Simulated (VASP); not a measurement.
# TiB2 (P6/mmm) in VASP: further runs

TiB2 is run at these levels: PBEsol; tasks: electric field gradients.

Program: VASP 6.6.1. These are calculated values, not measurements. Logs are shortened: lines on timing, memory, paths and dates and some standing lists are left out, and cuts for length are marked.

### 1 The cell of the first run

It takes space group P6/mmm (No. 191, hexagonal). Conventional cell: a = 3.029 Å, b = 3.029 Å, c = 3.164 Å, α = 90.00°, β = 90.00°, γ = 120.00°. Ti (site symmetry 6/mmm) has 12 B at 2.36 Å and 6 Ti at 3.03 Å within 3.1 Å. B (site symmetry -6m2) has 3 B at 1.75 Å within 2.3 Å.

### 2 Electric field gradients, PBEsol (zz strain of -2 %)

Input file INCAR:

```
PREC = Accurate
ENCUT = 520
EDIFF = 1E-8
ISMEAR = -1
SIGMA = 0.08
LREAL = F
LASPH = T
NELM = 80
ALGO = Normal
ISIF = 2
LWAVE = F
LCHARG = F
GGA = PS
LEFG = T
NBANDS = 16
```

Input file KPOINTS:

```
regular mesh
0
Gamma
  15 15 13
```

Input file POSCAR:

```
TiB2
1.0
    3.0291982016      0.0000000000      0.0000000000
   -1.5145991008      2.6233625957      0.0000000000
    0.0000000000      0.0000000000      3.1638320000
Ti B
1 2
Direct
    0.0000000000      0.0000000000      0.0000000000
    0.3333333333      0.6666666667      0.5000000000
    0.6666666667      0.3333333333      0.5000000000
```

Potentials or basis: VASP PAW PBE potentials, release 64 (Ti_sv, B).

Command:

```sh
cat potpaw_PBE.64/Ti_sv/POTCAR potpaw_PBE.64/B/POTCAR > POTCAR
mpirun -np 1 vasp_std > vasp.out
```

OUTCAR:

```text
PREC = Accurate
   ENCUT = 520
   EDIFF = 1E-8
   ISMEAR = -1
   LREAL = F
   LASPH = T
   NELM = 80
   ISIF = 2
   GGA = PS

 ion  position               nearest neighbor table
   1  0.000  0.000  0.000-   2 2.36   3 2.36   2 2.36   3 2.36   3 2.36   3 2.36   2 2.36   2 2.36
                             3 2.36   3 2.36   2 2.36   2 2.36
   2  0.333  0.667  0.500-   3 1.75   3 1.75   3 1.75   1 2.36   1 2.36   1 2.36   1 2.36   1 2.36
                             1 2.36
   3  0.667  0.333  0.500-   2 1.75   2 1.75   2 1.75   1 2.36   1 2.36   1 2.36   1 2.36   1 2.36
                             1 2.36

  LATTYP: Found a hexagonal cell.
 ALAT       =     3.0291982016
 C/A-ratio  =     1.0444453580

  Lattice vectors:

 A1 = (   3.0291982016,   0.0000000000,   0.0000000000)
 A2 = (  -1.5145991008,   2.6233625957,   0.0000000000)
 A3 = (   0.0000000000,   0.0000000000,   3.1638320000)

Analysis of symmetry for initial positions (statically):
=====================================================================
 Subroutine PRICEL returns:
 Original cell was already a primitive cell.

 Routine SETGRP: Setting up the symmetry group for a
 hexagonal supercell.

 Subroutine GETGRP returns: Found 24 space group operations
 (whereof 24 operations were pure point group operations)
 out of a pool of 24 trial point group operations.

The static configuration has the point symmetry D_6h.

Analysis of symmetry for dynamics (positions and initial velocities):
=====================================================================
 Subroutine PRICEL returns:
 Original cell was already a primitive cell.

 Routine SETGRP: Setting up the symmetry group for a
 hexagonal supercell.

 Subroutine GETGRP returns: Found 24 space group operations
 (whereof 24 operations were pure point group operations)
 out of a pool of 24 trial point group operations.

The dynamic configuration has the point symmetry D_6h.

 Subroutine INISYM returns: Found 24 space group operations
 (whereof 24 operations are pure point group operations),
 and found     1 'primitive' translations

[... 138 lines left out ...]
  ext. energy  EPLUGINS =         0.00000000
  ---------------------------------------------------
  free energy    TOTEN  =       -25.79351300 eV

  energy without entropy =      -25.78554703  energy(sigma->0) =      -25.78953001

 E-fermi :  10.1372     XC(G=0): -12.9738

 val. band max:       10.1167093765   @ k =   0.0667   0.0000   0.3846
 cond. band min:      10.1857667419   @ k =   0.0667   0.0000   0.3077
 fundamental gap:      0.0690573654
 Fermi energy:        10.1371606299

 k-point     1 :       0.0000    0.0000    0.0000
  band No.  band energies     occupation
      1     -46.4887      2.00000
      2     -22.9371      2.00000
      3     -22.6370      2.00000
      4     -22.6370      2.00000
      5      -3.4207      2.00000
      6       7.3611      2.00000
[... 433 lines left out ...]
      3     -22.8599      2.00000
      4     -22.8278      2.00000
      5       1.2038      2.00000
      6       1.2575      2.00000
[... 8 lines left out ...]
     15      19.1543      0.00000
     16      20.2209      0.00000

 [... further k-points ...]

------------------------ aborting loop because EDIFF is reached ----------------------------------------

  FORCE on cell =-STRESS in cart. coord.  units (eV):
  Direction    XX          YY          ZZ          XY          YZ          ZX
  --------------------------------------------------------------------------------------
  -------------------------------------------------------------------------------------
  Total       -0.2725401     -0.2725401      0.4038692      0.0000000     -0.0000000      0.0000000
  in kB      -17.3676686    -17.3676686     25.7366431      0.0000000     -0.0000000      0.0000000
  external PRESSURE =      -2.9995647 kB  Pullay stress =       0.0000000 kB

 VOLUME and BASIS-vectors are now :
 -----------------------------------------------------------------------------
  energy-cutoff  :      520.00
  volume of cell :       25.14
      direct lattice vectors                 reciprocal lattice vectors
     3.029198202  0.000000000  0.000000000     0.330120360  0.190595079  0.000000000
    -1.514599101  2.623362596  0.000000000     0.000000000  0.381190157  0.000000000
     0.000000000  0.000000000  3.163832000     0.000000000  0.000000000  0.316072408

 POSITION                                       TOTAL-FORCE (eV/Angst)
 -----------------------------------------------------------------------------------
      0.00000      0.00000      0.00000        -0.000000     -0.000000     -0.000000
     -0.00000      1.74891      1.58192        -0.000000      0.000000      0.000000
      1.51460      0.87445      1.58192         0.000000      0.000000     -0.000000
 -----------------------------------------------------------------------------------
    total drift:                               -0.000000      0.000000      0.000000

  FREE ENERGIE OF THE ION-ELECTRON SYSTEM (eV)
  ---------------------------------------------------
  free  energy   TOTEN  =       -25.7935129972 eV

  energy  without entropy=      -25.7855470301  energy(sigma->0) =      -25.78953001

 Electric field gradients (V/A^2)
---------------------------------------------------------------------
 ion       V_xx      V_yy      V_zz      V_xy      V_xz      V_yz
---------------------------------------------------------------------
   1      -7.877    -7.879    15.756    -0.001    -0.000    -0.000
   2      -1.901    -1.901     3.802     0.000     0.000    -0.000
   3      -1.901    -1.901     3.802     0.000     0.000     0.000
---------------------------------------------------------------------

 Electric field gradients after diagonalization (V/A^2)
 (convention: |V_zz| > |V_xx| > |V_yy|)
----------------------------------------------------------------------
 ion       V_xx      V_yy      V_zz     asymmetry (V_yy - V_xx)/ V_zz
----------------------------------------------------------------------
   1      -7.880    -7.876    15.756       0.000
   2      -1.901    -1.901     3.802       0.000
   3      -1.901    -1.901     3.802       0.000
----------------------------------------------------------------------

           NMR quadrupolar parameters

 Cq : quadrupolar parameter    Cq=e*Q*V_zz/h
 eta: asymmetry parameters     (V_yy - V_xx)/ V_zz
 Q  : nuclear electric quadrupole moment in mb (millibarn)
----------------------------------------------------------------------
 ion       Cq(MHz)       eta       Q (mb)
----------------------------------------------------------------------
   1       0.038       0.000       1.000
   2       0.009       0.000       1.000
   3       0.009       0.000       1.000
----------------------------------------------------------------------
```

stdout:

```text
POSCAR found type information on POSCAR TiB
 POSCAR found :  2 types and       3 ions
 scaLAPACK will be used
 -----------------------------------------------------------------------------
|                                                                             |
|                                                                             |
|     You enforced a specific xc type in the INCAR file but a different       |
|     I HOPE YOU KNOW WHAT YOU ARE DOING!                                     |
|                                                                             |
 -----------------------------------------------------------------------------

 LDA part: xc-table for (Slater+PW92), standard interpolation
 POSCAR, INCAR and KPOINTS ok, starting setup
 FFT: planning ... GRIDC
 FFT: planning ... GRID_SOFT
 FFT: planning ... GRID
 WAVECAR not read
 entering main loop
ion   1

ion   2

ion   3
```

Run time: 53 s. Hardware: 1 thread of AMD EPYC 9R45 (Zen 5), shared host; peak memory 0.16 GiB.

Results:

```yaml
Free_energy: -25.7935 eV
Pressure: -0.3 GPa
Band_gap_on_the_k_mesh: zero (band 9 reaches 10.51 eV, above the bottom of band 10 at 9.83 eV)
```

Stress tensor (GPa, compression positive):
```
-1.74  0.00  0.00
 0.00 -1.74  0.00
 0.00  0.00  2.57
```

Electric field gradients, principal values (V/Å²):
```csv
atom,least,middle,greatest (by size)
1 Ti,-7.876,-7.880,15.756
2 B,-1.901,-1.901,3.802
3 B,-1.901,-1.901,3.802
```

Caveat: the cell differs from its parent crystal (zz strain of -2 %); without QUAD_EFG the Cq values of the log hold for a quadrupole moment of 1 mb, not for the nuclei; the PAW data sets were made with another functional, which shifts forces and pressure a little.

### 3 Electric field gradients, PBEsol (zz strain of -2 %)

Input file INCAR:

```
SYSTEM = TiB2
PREC = Accurate
ENCUT = 520
EDIFF = 1E-8
ISMEAR = -1
SIGMA = 0.08
LREAL = .FALSE.
LASPH = .TRUE.
NELM = 80
ALGO = Normal
ISIF = 2
LWAVE = .FALSE.
LCHARG = .FALSE.
GGA = PS
LEFG = .TRUE.
NBANDS = 16
```

Input file KPOINTS:

```
regular mesh
0
G
  15 15 13
  0 0 0
```

POSCAR is that of step 2.

Potentials or basis: VASP PAW PBE potentials, release 64 (Ti_sv, B).

Command:

```sh
cat potpaw_PBE.64/Ti_sv/POTCAR potpaw_PBE.64/B/POTCAR > POTCAR
mpirun -np 1 vasp_std > vasp.out
```

OUTCAR:

```text
SYSTEM = TiB2
   PREC = Accurate
   ENCUT = 520
   EDIFF = 1E-8
   ISMEAR = -1
   LREAL = .FALSE.
   LASPH = .TRUE.
   NELM = 80
   ISIF = 2
   GGA = PS

 ion  position               nearest neighbor table
   1  0.000  0.000  0.000-   2 2.36   3 2.36   2 2.36   3 2.36   3 2.36   3 2.36   2 2.36   2 2.36
                             3 2.36   3 2.36   2 2.36   2 2.36
   2  0.333  0.667  0.500-   3 1.75   3 1.75   3 1.75   1 2.36   1 2.36   1 2.36   1 2.36   1 2.36
                             1 2.36
   3  0.667  0.333  0.500-   2 1.75   2 1.75   2 1.75   1 2.36   1 2.36   1 2.36   1 2.36   1 2.36
                             1 2.36

  LATTYP: Found a hexagonal cell.
[... 685 lines left out ...]
 ion       V_xx      V_yy      V_zz      V_xy      V_xz      V_yz
---------------------------------------------------------------------
   1      -7.877    -7.879    15.756    -0.001    -0.000    -0.000
   2      -1.901    -1.901     3.802     0.000     0.000    -0.000
   3      -1.901    -1.901     3.802     0.000     0.000     0.000
---------------------------------------------------------------------

 Electric field gradients after diagonalization (V/A^2)
 (convention: |V_zz| > |V_xx| > |V_yy|)
----------------------------------------------------------------------
 ion       V_xx      V_yy      V_zz     asymmetry (V_yy - V_xx)/ V_zz
----------------------------------------------------------------------
   1      -7.880    -7.876    15.756       0.000
   2      -1.901    -1.901     3.802       0.000
   3      -1.901    -1.901     3.802       0.000
----------------------------------------------------------------------

           NMR quadrupolar parameters

 Cq : quadrupolar parameter    Cq=e*Q*V_zz/h
 eta: asymmetry parameters     (V_yy - V_xx)/ V_zz
 Q  : nuclear electric quadrupole moment in mb (millibarn)
----------------------------------------------------------------------
 ion       Cq(MHz)       eta       Q (mb)
----------------------------------------------------------------------
   1       0.038       0.000       1.000
   2       0.009       0.000       1.000
   3       0.009       0.000       1.000
----------------------------------------------------------------------
```

OSZICAR:

```text
N       E                     dE             d eps       ncg     rms          rms(c)
DAV:   1     0.121172576872E+03    0.12117E+03   -0.90727E+03  6048   0.129E+03
DAV:   2    -0.236949866821E+02   -0.14487E+03   -0.13985E+03  6584   0.344E+02
DAV:   3    -0.306203726858E+02   -0.69254E+01   -0.68719E+01  8728   0.732E+01
DAV:   4    -0.307738961443E+02   -0.15352E+00   -0.15345E+00  7360   0.980E+00
DAV:   5    -0.307778480210E+02   -0.39519E-02   -0.39515E-02  8736   0.131E+00    0.176E+01
DAV:   6    -0.257943360651E+02    0.49835E+01   -0.19318E+01  8672   0.489E+01    0.391E+00
DAV:   7    -0.257927123193E+02    0.16237E-02   -0.93554E-01  6456   0.110E+01    0.353E+00
DAV:   8    -0.257959393345E+02   -0.32270E-02   -0.80594E-02  9952   0.234E+00    0.622E-01
DAV:   9    -0.257937881062E+02    0.21512E-02   -0.27953E-02  7472   0.212E+00    0.207E-01
DAV:  10    -0.257935375360E+02    0.25057E-03   -0.24181E-03  7712   0.616E-01    0.795E-02
DAV:  11    -0.257935356665E+02    0.18696E-05   -0.23562E-04  8448   0.161E-01    0.629E-02
DAV:  12    -0.257935131230E+02    0.22543E-04   -0.92734E-05  7296   0.121E-01    0.124E-02
DAV:  13    -0.257935131019E+02    0.21103E-07   -0.52117E-06  7536   0.201E-02    0.206E-03
DAV:  14    -0.257935129198E+02    0.18202E-06   -0.37755E-07  8360   0.607E-03    0.616E-04
DAV:  15    -0.257935130047E+02   -0.84820E-07   -0.25293E-08  6320   0.134E-03    0.489E-04
DAV:  16    -0.257935129972E+02    0.74078E-08   -0.22723E-09  3720   0.497E-04
   1 F= -.25793513E+02 E0= -.25789530E+02  d E =-.796597E-02
```

It took 65 s on 1 thread of AMD EPYC 9R45 (Zen 5), shared host; peak memory 0.16 GiB.

What came out:

| Quantity | Value |
| --- | --- |
| Free energy | -25.7935 eV |
| Pressure | -0.3 GPa |
| Band gap on the k mesh | zero (band 9 reaches 10.51 eV, above the bottom of band 10 at 9.83 eV) |

Stress tensor (GPa, compression positive):
```
-1.74  0.00  0.00
 0.00 -1.74  0.00
 0.00  0.00  2.57
```

Electric field gradients, principal values (V/Å²):
```csv
atom,least,middle,greatest (by size)
1 Ti,-7.876,-7.880,15.756
2 B,-1.901,-1.901,3.802
3 B,-1.901,-1.901,3.802
```

Caveat: the cell differs from its parent crystal (zz strain of -2 %); without QUAD_EFG the Cq values of the log hold for a quadrupole moment of 1 mb, not for the nuclei; the PAW data sets were made with another functional, which shifts forces and pressure a little.

### 4 Electric field gradients, PBEsol (equal xx and yy strain of -1 %)

Input file INCAR:

```
PREC     = Accurate       # precision mode
ENCUT    = 520            # plane-wave cutoff, eV
EDIFF    = 1E-8           # SCF threshold, eV
ISMEAR   = -1             # smearing method
SIGMA    = 0.08           # smearing width, eV
LREAL    = F              # projectors in reciprocal space
LASPH    = T              # aspherical terms in the spheres
NELM     = 80             # most SCF steps
ALGO     = Normal         # electronic algorithm
ISIF     = 2              # what is computed and relaxed
LWAVE    = F              # write WAVECAR
LCHARG   = F              # write CHGCAR
GGA      = PS             # functional
LEFG     = T            
NBANDS   = 16             # bands
```

Input file KPOINTS:

```
regular mesh
0
Gamma
  15 15 13
```

Input file POSCAR:

```
TiB2
1.0
    2.9989062196      0.0000000000      0.0000000000
   -1.4994531098      2.5971289697      0.0000000000
    0.0000000000      0.0000000000      3.2284000000
Ti B
1 2
Direct
    0.0000000000      0.0000000000      0.0000000000
    0.3333333333      0.6666666667      0.5000000000
    0.6666666667      0.3333333333      0.5000000000
```

Potentials or basis: VASP PAW PBE potentials, release 64 (Ti_sv, B).

Command:

```sh
cat potpaw_PBE.64/Ti_sv/POTCAR potpaw_PBE.64/B/POTCAR > POTCAR
mpirun -np 1 vasp_std > vasp.out
```

OUTCAR:

```text
PREC = Accurate
   ENCUT = 520
   EDIFF = 1E-8
   ISMEAR = -1
   LREAL = F
   LASPH = T
   NELM = 80
   ISIF = 2
   GGA = PS

 ion  position               nearest neighbor table
   1  0.000  0.000  0.000-   2 2.37   3 2.37   2 2.37   3 2.37   2 2.37   2 2.37   3 2.37   3 2.37
                             3 2.37   3 2.37   2 2.37   2 2.37
   2  0.333  0.667  0.500-   3 1.73   3 1.73   3 1.73   1 2.37   1 2.37   1 2.37   1 2.37   1 2.37
                             1 2.37
   3  0.667  0.333  0.500-   2 1.73   2 1.73   2 1.73   1 2.37   1 2.37   1 2.37   1 2.37   1 2.37
                             1 2.37

  LATTYP: Found a hexagonal cell.
 ALAT       =     2.9989062196
 C/A-ratio  =     1.0765258276

  Lattice vectors:

 A1 = (   2.9989062196,   0.0000000000,   0.0000000000)
 A2 = (  -1.4994531098,   2.5971289697,   0.0000000000)
 A3 = (   0.0000000000,   0.0000000000,   3.2284000000)

Analysis of symmetry for initial positions (statically):
[... 657 lines left out ...]
     0.000000000  0.000000000  3.228400000     0.000000000  0.000000000  0.309750960

 POSITION                                       TOTAL-FORCE (eV/Angst)
 -----------------------------------------------------------------------------------
      0.00000      0.00000      0.00000         0.000000     -0.000000      0.000000
     -0.00000      1.73142      1.61420         0.000000     -0.000000      0.000000
      1.49945      0.86571      1.61420        -0.000000      0.000000     -0.000000
 -----------------------------------------------------------------------------------
    total drift:                               -0.000000      0.000000      0.000000

  FREE ENERGIE OF THE ION-ELECTRON SYSTEM (eV)
  ---------------------------------------------------
  free  energy   TOTEN  =       -25.7871499848 eV

  energy  without entropy=      -25.7794315946  energy(sigma->0) =      -25.78329079

 Electric field gradients (V/A^2)
---------------------------------------------------------------------
 ion       V_xx      V_yy      V_zz      V_xy      V_xz      V_yz
---------------------------------------------------------------------
   1     -10.172   -10.173    20.345    -0.001     0.000     0.000
   2      -2.551    -2.551     5.102     0.000     0.000     0.000
   3      -2.551    -2.551     5.102     0.000     0.000     0.000
---------------------------------------------------------------------

 Electric field gradients after diagonalization (V/A^2)
 (convention: |V_zz| > |V_xx| > |V_yy|)
----------------------------------------------------------------------
 ion       V_xx      V_yy      V_zz     asymmetry (V_yy - V_xx)/ V_zz
----------------------------------------------------------------------
   1     -10.174   -10.171    20.345       0.000
   2      -2.551    -2.551     5.102       0.000
   3      -2.551    -2.551     5.102       0.000
----------------------------------------------------------------------

           NMR quadrupolar parameters

 Cq : quadrupolar parameter    Cq=e*Q*V_zz/h
 eta: asymmetry parameters     (V_yy - V_xx)/ V_zz
 Q  : nuclear electric quadrupole moment in mb (millibarn)
----------------------------------------------------------------------
 ion       Cq(MHz)       eta       Q (mb)
----------------------------------------------------------------------
   1       0.049       0.000       1.000
   2       0.012       0.000       1.000
   3       0.012       0.000       1.000
----------------------------------------------------------------------
```

Wall time 74 s (1 thread of AMD EPYC 9R45 (Zen 5), shared host); peak memory 0.16 GiB.

What came out:

```
Free energy            : -25.7871 eV
Pressure               : 0.8 GPa
Band gap on the k mesh : zero (band 9 reaches 10.48 eV, above the bottom of band 10 at 10.02 eV)
```

Stress tensor (GPa, compression positive):
```
 3.60  0.00  0.00
 0.00  3.60  0.00
 0.00  0.00 -4.79
```

Levels at points of the mesh, in eV from the Fermi level:
| k point | band 7 | band 8 | band 9 | band 10 | band 11 | band 12 |
| --- | --- | --- | --- | --- | --- | --- |
| (0.00, 0.00, 0.00) | -2.58 | -2.44 | -2.24 | 1.93 | 1.93 | 3.70 |

Electric field gradients, principal values (V/Å²):
```tsv
atom	least	middle	greatest (by size)
1 Ti	-10.171	-10.174	20.345
2 B	-2.551	-2.551	5.102
3 B	-2.551	-2.551	5.102
```

Caveat: the cell differs from its parent crystal (equal xx and yy strain of -1 %); without QUAD_EFG the Cq values of the log hold for a quadrupole moment of 1 mb, not for the nuclei; the PAW data sets were made with another functional, which shifts forces and pressure a little.
